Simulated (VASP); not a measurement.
# ZrS2 (P-3m1) in VASP: notebook

ZrS2 is run at these levels: LDA; tasks: single point.

All numbers are computed with VASP 6.6.1; they aren't measurements. Logs are shortened: lines on timing, memory, paths and dates and some standing lists are left out, and cuts for length are marked.

**1. The cell of the first run**

It takes space group P-3m1 (No. 164, trigonal). The conventional cell has a = 3.547 Å, b = 3.547 Å, c = 5.394 Å, α = 90.00°, β = 90.00°, γ = 120.00°. Zr (site symmetry -3m) has 6 S at 2.51 Å within 3.3 Å. Within 3.3 Å of S (site symmetry 3m) lie 3 Zr at 2.51 Å and 3 S at 3.21 Å.

**2. Single point, LDA**

The input, INCAR:

```
PREC = Accurate
ENCUT = 500
EDIFF = 1E-6
ISMEAR = 0
SIGMA = 0.01
LREAL = F
LASPH = T
NELM = 120
ALGO = Normal
ISIF = 2
LWAVE = F
LCHARG = F
GGA = CA
NBANDS = 19
GGA_COMPAT = F
```

The input, KPOINTS:

```
regular mesh
0
Gamma
  5 5 3
```

The input, POSCAR:

```
ZrS2
1.0
    3.5467439006      0.0000000000      0.0000000000
   -1.7733719503      3.0715703186      0.0000000000
    0.0000000000      0.0000000000      5.3936581930
Zr S
1 2
Direct
    0.0000000000      0.0000000000      0.0000000000
    0.6666666667      0.3333333333      0.7296047659
    0.3333333333      0.6666666667      0.2703952341
```

Potentials or basis: VASP PAW LDA potentials, release 64 (Zr_sv, S).

Run with:

```sh
> cat potpaw_LDA.64/Zr_sv/POTCAR potpaw_LDA.64/S/POTCAR > POTCAR
> mpirun -np 1 vasp_std > vasp.out
```

OUTCAR:

```text
PREC = Accurate
   ENCUT = 500
   EDIFF = 1E-6
   ISMEAR = 0
   LREAL = F
   LASPH = T
   NELM = 120
   ISIF = 2
   GGA = CA

 ion  position               nearest neighbor table
   1  0.000  0.000  0.000-   2 2.51   3 2.51   3 2.51   2 2.51   2 2.51   3 2.51
   2  0.667  0.333  0.730-   1 2.51   1 2.51   1 2.51
   3  0.333  0.667  0.270-   1 2.51   1 2.51   1 2.51

  LATTYP: Found a hexagonal cell.
 ALAT       =     3.5467439006
 C/A-ratio  =     1.5207351712

  Lattice vectors:

 A1 = (   3.5467439006,   0.0000000000,   0.0000000000)
 A2 = (  -1.7733719503,   3.0715703186,   0.0000000000)
 A3 = (   0.0000000000,   0.0000000000,   5.3936581930)

Analysis of symmetry for initial positions (statically):
=====================================================================
 Subroutine PRICEL returns:
 Original cell was already a primitive cell.

 Routine SETGRP: Setting up the symmetry group for a
 hexagonal supercell.

 Subroutine GETGRP returns: Found 12 space group operations
 (whereof 12 operations were pure point group operations)
 out of a pool of 24 trial point group operations.

The static configuration has the point symmetry D_3d.

Analysis of symmetry for dynamics (positions and initial velocities):
=====================================================================
 Subroutine PRICEL returns:
 Original cell was already a primitive cell.

 Routine SETGRP: Setting up the symmetry group for a
 hexagonal supercell.

 Subroutine GETGRP returns: Found 12 space group operations
 (whereof 12 operations were pure point group operations)
 out of a pool of 24 trial point group operations.

The dynamic configuration has the point symmetry D_3d.

 Subroutine INISYM returns: Found 12 space group operations
 (whereof 12 operations are pure point group operations),
 and found     1 'primitive' translations

----------------------------------------------------------------------------------------

                                     Primitive cell

  volume of cell :      58.7589

  direct lattice vectors                    reciprocal lattice vectors
     3.546743901  0.000000000  0.000000000     0.281948747  0.162783185  0.000000000
    -1.773371950  3.071570319  0.000000000     0.000000000  0.325566370  0.000000000
     0.000000000  0.000000000  5.393658193     0.000000000  0.000000000  0.185402924

  length of vectors
     3.546743901  3.546743901  5.393658193     0.325566370  0.325566370  0.185402924

  position of ions in fractional coordinates (direct lattice)
     0.000000000  0.000000000  0.000000000
     0.666666667  0.333333333  0.729604766
     0.333333333  0.666666667  0.270395234

  ion indices of the primitive-cell ions
   primitive index   ion index
                 1           1
                 2           2
                 3           3

----------------------------------------------------------------------------------------

 KPOINTS: regular mesh

Automatic generation of k-mesh.
 Grid dimensions read from file:
 generate k-points for:    5    5    3

 Generating k-lattice:

  Cartesian coordinates                     Fractional coordinates (reciprocal lattice)
     0.056389749  0.032556637  0.000000000     0.200000000 -0.000000000  0.000000000
     0.000000000  0.065113274  0.000000000     0.000000000  0.200000000  0.000000000
     0.000000000  0.000000000  0.061800975     0.000000000  0.000000000  0.333333333

  Length of vectors
     0.065113274  0.065113274  0.061800975

  Shift w.r.t. Gamma in fractional coordinates (k-lattice)
     0.000000000  0.000000000  0.000000000

 Subroutine IBZKPT returns following result:
 ===========================================

 Found     12 irreducible k-points:

 Following reciprocal coordinates:
            Coordinates               Weight
  0.000000  0.000000  0.000000      1.000000
  0.200000  0.000000  0.000000      6.000000
  0.400000  0.000000  0.000000      6.000000
  0.200000  0.200000  0.000000      6.000000
  0.400000  0.200000  0.000000      6.000000
  0.000000  0.000000  0.333333      2.000000
  0.200000  0.000000  0.333333      6.000000
  0.000000  0.200000  0.333333      6.000000
  0.400000  0.000000  0.333333      6.000000
  0.000000  0.400000  0.333333      6.000000
  0.200000  0.200000  0.333333     12.000000
  0.400000  0.200000  0.333333     12.000000
   k-points           NKPTS =     12   k-points in BZ     NKDIM =     12   number of bands    NBANDS=     19
   number of dos      NEDOS =    301   number of ions     NIONS =      3
   total plane-waves  NPLWV =  31360
   dimension x,y,z NGX =    28 NGY =   28 NGZ =   40
   dimension x,y,z NGXF=    56 NGYF=   56 NGZF=   80
   ions per type =               1   2
   NGX,Y,Z   is equivalent  to a cutoff of  13.12, 13.12, 12.33 a.u.
   NGXF,Y,Z  is equivalent  to a cutoff of  26.25, 26.25, 24.66 a.u.
 SYSTEM =  unknown system
   PREC   = accura    normal or accurate (medium, high low for compatibility)
   ISTART =      0    job   : 0-new  1-cont  2-samecut
   ICHARG =      2    charge: 1-file 2-atom 10-const
   ISPIN  =      1    spin polarized calculation?
   LNONCOLLINEAR =      F non collinear calculations
   LSORBIT =      F    spin-orbit coupling
   LASPH  =      T    aspherical Exc in radial PAW
   ENCUT  =  500.0 eV  36.75 Ry    6.06 a.u.   6.47  6.47  9.83*2*pi/ulx,y,z
   NELM   =    120;   NELMIN=  2; NELMDL= -5     # of ELM steps
   EDIFF  = 0.1E-05   stopping-criterion for ELM
   LREAL  =      F    real-space projection
   EDIFFG = 0.1E-04   stopping-criterion for IOM
   NSW    =      0    number of steps for IOM
   IBRION =     -1    ionic relax: 0-MD 1-quasi-New 2-CG
   NFREE  =      0    steps in history (QN), initial steepest desc. (CG)
   ISIF   =      2    stress and relaxation
   ISYM   =      2    0-nonsym 1-usesym 2-fastsym
   POTIM  = 0.5000    time-step for ionic-motion
   TEBEG  =    0.0;   TEEND  =   0.0 temperature during run
   PSTRESS=    0.0 pullay stress
   NELECT =      24.0000    total number of electrons
   NUPDOWN=      -1.0000    fix difference up-down
   EMIN   =  10.00;   EMAX   =-10.00  energy-range for DOS
   EFERMI =   0.00;   METHOD = LEGACY
   ISMEAR =     0;   SIGMA  =   0.01  broadening in eV -4-tet -1-fermi 0-gaus
   EFERMI_NEDOS =   21; number of points for ismear=-14 and -15
   IALGO  =     38    algorithm
   IMIX   =      4    mixing-type and parameters
     AMIX     =   0.40;   BMIX     =  1.00
     AMIX_MAG =   1.60;   BMIX_MAG =  1.00
  volume/ion in A,a.u.               =      19.59       132.17
  Fermi-wavevector in a.u.,A,eV,Ry     =   1.214658  2.295371 20.073954  1.475394
  Thomas-Fermi vector in A             =   2.350071
   LORBIT       =      0    0 simple, 1 ext, 2 COOP (PROOUT), +10 PAW based schemes
   GGA     = CA    functional components
   LHFCALC =     F    Hartree Fock is set to
   AEXX    =    0.0000 exact exchange contribution
   IVDW    =     0    specifies the selected vdW correction
   LEPSILON=     F    determine dielectric tensor
   LRPA    =     F    only Hartree local field effects (RPA)
 non-spin polarized calculation
 Gauss-broadening in eV      SIGMA  =   0.01
  energy-cutoff  :      500.00
  volume of cell :       58.76
 maximum number of plane-waves:      1519
 NGX is ok and might be reduce to    28
   NGX = 13   NGY = 13   NGZ = 19

 number of electron      24.0000000 magnetization

 Free energy of the ion-electron system (eV)
  ---------------------------------------------------
  ext. energy  EPLUGINS =         0.00000000
  ---------------------------------------------------
  free energy    TOTEN  =       -23.30965569 eV

  energy without entropy =      -23.30965569  energy(sigma->0) =      -23.30965569

 E-fermi :   6.8581     XC(G=0): -10.7065

 val. band max:        6.7488446404   @ k =   0.0000   0.0000   0.0000
 cond. band min:       6.9102801862   @ k =   0.0000   0.4000   0.3333
 fundamental gap:      0.1614355458
 Fermi energy:         6.8581054295

 k-point     1 :       0.0000    0.0000    0.0000
  band No.  band energies     occupation
      1     -42.2314      2.00000
      2     -20.5330      2.00000
      3     -20.3107      2.00000
      4     -20.3107      2.00000
      5      -7.0511      2.00000
      6      -4.8796      2.00000
[... 11 lines left out ...]
     18      11.6156      0.00000
     19      12.6005      0.00000

 k-point     2 :       0.2000    0.0000    0.0000
  band No.  band energies     occupation
      1     -42.2204      2.00000
      2     -20.5027      2.00000
      3     -20.4481      2.00000
      4     -20.3400      2.00000
      5      -6.5855      2.00000
      6      -5.0418      2.00000
[... 11 lines left out ...]
     18      13.6048      0.00000
     19      14.4980      0.00000

 k-point     3 :       0.4000    0.0000    0.0000
  band No.  band energies     occupation
      1     -42.2025      2.00000
      2     -20.6640      2.00000
      3     -20.4504      2.00000
      4     -20.3869      2.00000
      5      -5.7375      2.00000
      6      -5.2455      2.00000
[... 11 lines left out ...]
     18      13.7105      0.00000
     19      14.6675      0.00000

 k-point     4 :       0.2000    0.2000    0.0000
  band No.  band energies     occupation
      1     -42.2059      2.00000
      2     -20.5871      2.00000
      3     -20.4630      2.00000
      4     -20.4136      2.00000
      5      -5.8858      2.00000
      6      -5.2344      2.00000
[... 11 lines left out ...]
     18      14.6126      0.00000
     19      15.5720      0.00000

 k-point     5 :       0.4000    0.2000    0.0000
  band No.  band energies     occupation
      1     -42.1969      2.00000
      2     -20.6513      2.00000
      3     -20.4818      2.00000
      4     -20.4354      2.00000
      5      -5.4402      2.00000
      6      -5.2637      2.00000
[... 11 lines left out ...]
     18      13.9325      0.00000
     19      14.9224      0.00000

 k-point     6 :       0.0000    0.0000    0.3333
  band No.  band energies     occupation
      1     -42.2313      2.00000
      2     -20.5355      2.00000
      3     -20.3107      2.00000
      4     -20.3107      2.00000
      5      -6.6418      2.00000
      6      -5.5550      2.00000
[... 11 lines left out ...]
     18      12.3739      0.00000
     19      13.9300      0.00000

 k-point     7 :       0.2000    0.0000    0.3333
  band No.  band energies     occupation
      1     -42.2203      2.00000
      2     -20.5048      2.00000
      3     -20.4479      2.00000
      4     -20.3399      2.00000
      5      -6.2097      2.00000
      6      -5.5551      2.00000
[... 11 lines left out ...]
     18      14.3226      0.00000
     19      14.6703      0.00000

 k-point     8 :       0.0000    0.2000    0.3333
  band No.  band energies     occupation
      1     -42.2203      2.00000
      2     -20.5046      2.00000
      3     -20.4480      2.00000
      4     -20.3399      2.00000
      5      -6.2971      2.00000
      6      -5.4322      2.00000
[... 11 lines left out ...]
     18      13.2920      0.00000
     19      14.3682      0.00000

 k-point     9 :       0.4000    0.0000    0.3333
  band No.  band energies     occupation
      1     -42.2025      2.00000
      2     -20.6635      2.00000
      3     -20.4517      2.00000
      4     -20.3868      2.00000
      5      -5.7299      2.00000
      6      -5.2477      2.00000
[... 11 lines left out ...]
     18      13.1773      0.00000
     19      14.4972      0.00000

 k-point    10 :       0.0000    0.4000    0.3333
  band No.  band energies     occupation
      1     -42.2025      2.00000
      2     -20.6635      2.00000
      3     -20.4517      2.00000
      4     -20.3868      2.00000
      5      -5.9313      2.00000
      6      -4.9627      2.00000
[... 11 lines left out ...]
     18      12.2127      0.00000
     19      13.3249      0.00000

 k-point    11 :       0.2000    0.2000    0.3333
  band No.  band energies     occupation
      1     -42.2059      2.00000
      2     -20.5867      2.00000
      3     -20.4644      2.00000
      4     -20.4135      2.00000
      5      -5.8005      2.00000
      6      -5.3169      2.00000
[... 11 lines left out ...]
     18      14.3315      0.00000
     19      14.6926      0.00000

 k-point    12 :       0.4000    0.2000    0.3333
  band No.  band energies     occupation
      1     -42.1969      2.00000
      2     -20.6509      2.00000
      3     -20.4816      2.00000
      4     -20.4365      2.00000
      5      -5.5940      2.00000
      6      -5.1055      2.00000
[... 11 lines left out ...]
     18      13.6893      0.00000
     19      14.9676      0.00000

------------------------ aborting loop because EDIFF is reached ----------------------------------------

  FORCE on cell =-STRESS in cart. coord.  units (eV):
  Direction    XX          YY          ZZ          XY          YZ          ZX
  --------------------------------------------------------------------------------------
  -------------------------------------------------------------------------------------
  Total        1.4889477      1.4889477      1.5000703      0.0000000     -0.0000000      0.0000000
  in kB       40.5990910     40.5990910     40.9023705      0.0000000     -0.0000000      0.0000000
  external PRESSURE =      40.7001841 kB  Pullay stress =       0.0000000 kB

 VOLUME and BASIS-vectors are now :
 -----------------------------------------------------------------------------
  energy-cutoff  :      500.00
  volume of cell :       58.76
      direct lattice vectors                 reciprocal lattice vectors
     3.546743901  0.000000000  0.000000000     0.281948747  0.162783185  0.000000000
    -1.773371950  3.071570319  0.000000000     0.000000000  0.325566370  0.000000000
     0.000000000  0.000000000  5.393658193     0.000000000  0.000000000  0.185402924

 POSITION                                       TOTAL-FORCE (eV/Angst)
 -----------------------------------------------------------------------------------
      0.00000      0.00000      0.00000        -0.000000      0.000000      0.000000
      1.77337      1.02386      3.93524         0.000000      0.000000     -0.017980
     -0.00000      2.04771      1.45842        -0.000000     -0.000000      0.017980
 -----------------------------------------------------------------------------------
    total drift:                               -0.000000     -0.000000     -0.000000

  FREE ENERGIE OF THE ION-ELECTRON SYSTEM (eV)
  ---------------------------------------------------
  free  energy   TOTEN  =       -23.3096556884 eV

  energy  without entropy=      -23.3096556884  energy(sigma->0) =      -23.30965569
```

It took 12 s on 1 thread of Intel Xeon 6975P-C, shared host; peak memory 0.15 GiB.

What came out:

```yaml
Free_energy: -23.3097 eV
Pressure: 4.1 GPa
Largest_force: 0.018 eV/Å
Band_gap_on_the_k_mesh: 0.16 eV, indirect (least direct gap 1.01 eV)
```

Forces in eV/Å, atoms in the order of the input:
```
Zr   0.000  0.000  0.000
S    0.000  0.000 -0.018
S    0.000  0.000  0.018
```

**3. Single point, LDA**

This run uses another cell than the first one, of 19.06 Å³/atom, 0.973 times its volume.

The input, INCAR:

```
SYSTEM = ZrS2
PREC = Accurate
ENCUT = 500
EDIFF = 1E-6
ISMEAR = 0
SIGMA = 0.01
LREAL = .FALSE.
LASPH = .TRUE.
NELM = 120
ALGO = Normal
ISIF = 2
LWAVE = .FALSE.
LCHARG = .TRUE.
GGA = CA
LELF = .TRUE.
LVHAR = .TRUE.
NBANDS = 19
GGA_COMPAT = .FALSE.
```

The input, KPOINTS:

```
regular mesh
0
G
  5 5 3
  0 0 0
```

The input, POSCAR:

```
ZrS2
1.0
    3.5209129421      0.0000000000      0.0000000000
   -1.7604564711      3.0492000524      0.0000000000
    0.0000000000      0.0000000000      5.3267062410
Zr S
1 2
Direct
    0.0000000000      0.0000000000      0.0000000000
    0.6666666667      0.3333333333      0.7252280806
    0.3333333333      0.6666666667      0.2747719194
```

Potentials or basis: VASP PAW LDA potentials, release 64 (Zr_sv, S).

Run with:

```sh
> cat potpaw_LDA.64/Zr_sv/POTCAR potpaw_LDA.64/S/POTCAR > POTCAR
> mpirun -np 1 vasp_std > vasp.out
```

Wall time 13 s (1 thread of Intel Xeon 6975P-C, shared host); peak memory 0.15 GiB.

The run converged. Its results:

```
Free energy            : -23.2603 eV
Pressure               : 6.1 GPa
Largest force          : 0.033 eV/Å
Band gap on the k mesh : 0.02 eV, indirect (least direct gap 0.95 eV)
```

Forces on the atoms (eV/Å):
```
Zr   0.000  0.000  0.000
S    0.000  0.000 -0.033
S    0.000  0.000  0.033
```

Levels at points of the mesh, in eV from the valence-band top:
| k point | band 10 | band 11 | band 12 | band 13 | band 14 | band 15 |
| --- | --- | --- | --- | --- | --- | --- |
| (0.00, 0.00, 0.00) | -0.54 | -0.54 | 0.00 | 0.95 | 0.95 | 1.50 |

(Part 1 of 2 ends here.)
